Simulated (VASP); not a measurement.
A run of VASP 6.6.1:

Contents of INCAR:

```
SYSTEM = RbNaPt6
PREC     = Accurate       ! precision mode
ENCUT    = 520            ! plane-wave cutoff, eV
EDIFF    = 1E-7           ! SCF threshold, eV
ISMEAR   = 0              ! smearing method
SIGMA    = 0.1            ! smearing width, eV
LREAL    = .FALSE.        ! projectors in reciprocal space
LASPH    = .TRUE.         ! aspherical terms in the spheres
NELM     = 100            ! most SCF steps
ALGO     = Fast           ! electronic algorithm
ISIF     = 2              ! what is computed and relaxed
LWAVE    = .FALSE.        ! write WAVECAR
LCHARG   = .TRUE.         ! write CHGCAR
GGA      = PE             ! functional
LELF     = .TRUE.         ! ELF
LVHAR    = .TRUE.       
NBANDS   = 48             ! bands
```

KPOINTS

```
regular mesh
0
G
  4 4 2
  0 0 0
```

File POSCAR:

```
RbNaPt6
1.0
    4.1150971451      0.0000000000      0.0000000000
    0.0000000000      4.1150971451      0.0000000000
    0.0000000000      0.0000000000      8.2932368481
Rb Na Pt
1 1 6
Direct
    0.0000000000      0.0000000000      0.0000000000
    0.0000000000      0.0000000000      0.5000000000
    0.5000000000      0.5000000000      0.0000000000
    0.5000000000      0.5000000000      0.5000000000
    0.5000000000      0.0000000000      0.2742362022
    0.5000000000      0.0000000000      0.7257637978
    0.0000000000      0.5000000000      0.2742362022
    0.0000000000      0.5000000000      0.7257637978
```

Potentials or basis: VASP PAW PBE potentials, release 64 (Rb_sv, Na_pv, Pt).

Launch:

```sh
$ cat potpaw_PBE.64/Rb_sv/POTCAR potpaw_PBE.64/Na_pv/POTCAR potpaw_PBE.64/Pt/POTCAR > POTCAR
$ mpirun -np 1 vasp_std > vasp.out
```

Hardware: 1 thread of Intel(R) Xeon(R) Platinum 8488C (Sapphire Rapids), on a shared host.

Task: Estimate the wall time of this run.

Result: Run time: 2.3 min on 1 thread of Intel(R) Xeon(R) Platinum 8488C (Sapphire Rapids), with other jobs on the host, peak memory 0.28 GiB. Counts: scf iterations 33, k points 12.
